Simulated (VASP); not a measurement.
# TiC (Fm-3m) in VASP: further runs, part 2 of 2

VASP 6.6.1. The steps go on from the part before.

## 5. Vibrations by perturbation theory, PBE

INCAR

```
ALGO     = Normal         # electronic algorithm
EDIFF    = 1E-8           # SCF threshold, eV
ENCUT    = 600            # plane-wave cutoff, eV
GGA      = PE             # functional
GGA_COMPAT= False        
IBRION   = 8              # ionic algorithm
ISIF     = 2              # what is computed and relaxed
ISMEAR   = -1             # smearing method
LASPH    = True           # aspherical terms in the spheres
LCHARG   = True           # write CHGCAR
LREAL    = False          # projectors in reciprocal space
LWAVE    = False          # write WAVECAR
NELM     = 120            # most SCF steps
NSW      = 1              # ionic steps
PREC     = Accurate       # precision mode
SIGMA    = 0.05           # smearing width, eV
```

KPOINTS

```
k-points
0
Gamma
  8 8 8
```

POSCAR

```
TiC
1.0
    0.0000000000      2.1657188437      2.1657188437
    2.1657188437      0.0000000000      2.1657188437
    2.1657188437      2.1657188437      0.0000000000
Ti C
1 1
Direct
    0.0000000000      0.0000000000      0.0000000000
    0.5000000000      0.5000000000      0.5000000000
```

Potentials or basis: VASP PAW PBE potentials, release 64 (Ti_sv, C).

On the command line:

```console
$ cat potpaw_PBE.64/Ti_sv/POTCAR potpaw_PBE.64/C/POTCAR > POTCAR
$ mpirun -np 1 vasp_std > vasp.out
```

OUTCAR:

```text
EDIFF = 1E-8
   ENCUT = 600
   GGA = PE
   IBRION = 8
   ISIF = 2
   ISMEAR = -1
   LASPH = True
   LREAL = False
   NELM = 120
   NSW = 1
   PREC = Accurate

 ion  position               nearest neighbor table
   1  0.000  0.000  0.000-   2 2.17   2 2.17   2 2.17   2 2.17   2 2.17   2 2.17
   2  0.500  0.500  0.500-   1 2.17   1 2.17   1 2.17   1 2.17   1 2.17   1 2.17

  LATTYP: Found a face centered cubic cell.
 ALAT       =     4.3314376874

  Lattice vectors:

 A1 = (   0.0000000000,   2.1657188437,   2.1657188437)
 A2 = (   2.1657188437,   0.0000000000,   2.1657188437)
 A3 = (   2.1657188437,   2.1657188437,   0.0000000000)

Analysis of symmetry for initial positions (statically):
=====================================================================
 Subroutine PRICEL returns:
 Original cell was already a primitive cell.

 Routine SETGRP: Setting up the symmetry group for a
 face centered cubic supercell.

 Subroutine GETGRP returns: Found 48 space group operations
[... 9 lines left out ...]

 Routine SETGRP: Setting up the symmetry group for a
 face centered cubic supercell.

 Subroutine GETGRP returns: Found 48 space group operations
[... 11 lines left out ...]
                                     Primitive cell

  volume of cell :      20.3159

  direct lattice vectors                    reciprocal lattice vectors
     0.000000000  2.165718844  2.165718844    -0.230870227  0.230870227  0.230870227
     2.165718844  0.000000000  2.165718844     0.230870227 -0.230870227  0.230870227
     2.165718844  2.165718844  0.000000000     0.230870227  0.230870227 -0.230870227

  length of vectors
     3.062788961  3.062788961  3.062788961     0.399878962  0.399878962  0.399878962

[... 521 lines left out ...]
 -----------------------------------------------------------------------------------
    total drift:                                0.000000     -0.000000     -0.000000

  FREE ENERGIE OF THE ION-ELECTRON SYSTEM (eV)
  ---------------------------------------------------
  free  energy   TOTEN  =       -18.7090099627 eV

  energy  without entropy=      -18.7063799991  energy(sigma->0) =      -18.70769498

[... ionic steps 2 to 3 ...]

--------------------------------------- Ionic step        4  -------------------------------------------

------------------------ aborting loop because EDIFF is reached ----------------------------------------

[... ionic steps 5 to 6 ...]

--------------------------------------- Ionic step        7  -------------------------------------------

 Free energy of the ion-electron system (eV)
  ---------------------------------------------------
  ---------------------------------------------------
  free energy    TOTEN  =        -0.11881182 eV

  energy without entropy =       -0.11881182

------------------------ aborting loop because EDIFF is reached ----------------------------------------

 INTERNAL STRAIN TENSOR  FOR ION    2  DIRECTION 1   (eV/Angst):
 -----------------------------------------------------------------------------
    -0.01514  0.00000  0.00000
    -0.00000  0.00417 -0.00000
     0.00000 -0.00000  0.00417

 INTERNAL STRAIN TENSOR FOR ION    2 for displacements in x,y,z  (eV/Angst):
          X           Y           Z          XY          YZ          ZX
  --------------------------------------------------------------------------------
  x     0.00000     0.00000     0.00000     0.00000     0.00000     0.00000
  y     0.00000     0.00000     0.00000     0.00000     0.00000     0.00000
  z     0.00000     0.00000     0.00000     0.00000     0.00000     0.00000

 SECOND DERIVATIVES (NOT SYMMETRIZED)
 ------------------------------------
               1X          1Y          1Z          2X          2Y          2Z
  1X   -10.089989    0.000000    0.000000   10.089989    0.000000    0.000000
  1Y     0.000000  -10.089989    0.000000    0.000000   10.089989    0.000000
  1Z     0.000000    0.000000  -10.089989    0.000000    0.000000   10.089989
  2X     9.971591    0.000000    0.000000   -9.971591    0.000000    0.000000
  2Y     0.000000    9.971591    0.000000    0.000000   -9.971591    0.000000
  2Z     0.000000    0.000000    9.971591    0.000000    0.000000   -9.971591

 Eigenvectors and eigenvalues of the dynamical matrix
 ----------------------------------------------------

   1 f  =   15.950150 THz   100.217746 2PiTHz  532.039723 cm-1    65.964489 meV
             X         Y         Z           dx          dy          dz
      0.000000  0.000000  0.000000     0.000000    0.449945    0.000000
      2.165719  2.165719  2.165719     0.000000   -0.893056    0.000000
[... 21 lines left out ...]
   6 f/i=    0.037825 THz     0.237664 2PiTHz    1.261720 cm-1     0.156433 meV
             X         Y         Z           dx          dy          dz
      0.000000  0.000000  0.000000     0.000000    0.000000    0.893056
      2.165719  2.165719  2.165719     0.000000    0.000000    0.449945

--------------------------------------------------------------------------------------------------------

 ELASTIC MODULI CONTR FROM IONIC RELAXATION (kBar)
 Direction    XX          YY          ZZ          XY          YZ          ZX
 --------------------------------------------------------------------------------
 XX           0.0000      0.0000      0.0000      0.0000      0.0000      0.0000
 YY           0.0000      0.0000      0.0000      0.0000      0.0000      0.0000
 ZZ           0.0000      0.0000      0.0000      0.0000      0.0000      0.0000
 XY           0.0000      0.0000      0.0000      0.0000      0.0000      0.0000
 YZ           0.0000      0.0000      0.0000      0.0000      0.0000      0.0000
 ZX           0.0000      0.0000      0.0000      0.0000      0.0000      0.0000
 --------------------------------------------------------------------------------
```

stdout:

```text
POSCAR found type information on POSCAR TiC
 POSCAR found :  2 types and       2 ions
 scaLAPACK will be used
 LDA part: xc-table for (Slater+PW92), standard interpolation
 POSCAR, INCAR and KPOINTS ok, starting setup
 FFT: planning ... GRIDC
 FFT: planning ... GRID_SOFT
 FFT: planning ... GRID
 WAVECAR not read
 entering main loop
 Linear response reoptimize wavefunctions to high precision
 Linear response DOF=           2
 Linear response progress:
 first order change of Fermi-energy   0.43353E-03
 force on displaced ion       1 direction 1 : -10.090   0.000   0.000
 Linear response progress:
 first order change of Fermi-energy  -0.18287E-03
 force on displaced ion       2 direction 1 :  -9.972   0.000   0.000
 Linear response finished
```

Run time: 1.9 min. Hardware: 1 thread of Intel Xeon Platinum 8488C (Sapphire Rapids), shared host; peak memory 0.18 GiB.

What came out:

```yaml
Highest_phonon_frequency_at_Γ_LO-TO_splitting_left_out: 532 cm⁻¹
```

Phonon frequencies in cm⁻¹ (negative: imaginary):
```tsv
q point	frequencies
(0.000, 0.000, 0.000)	-1 -1 -1 532 532 532
```
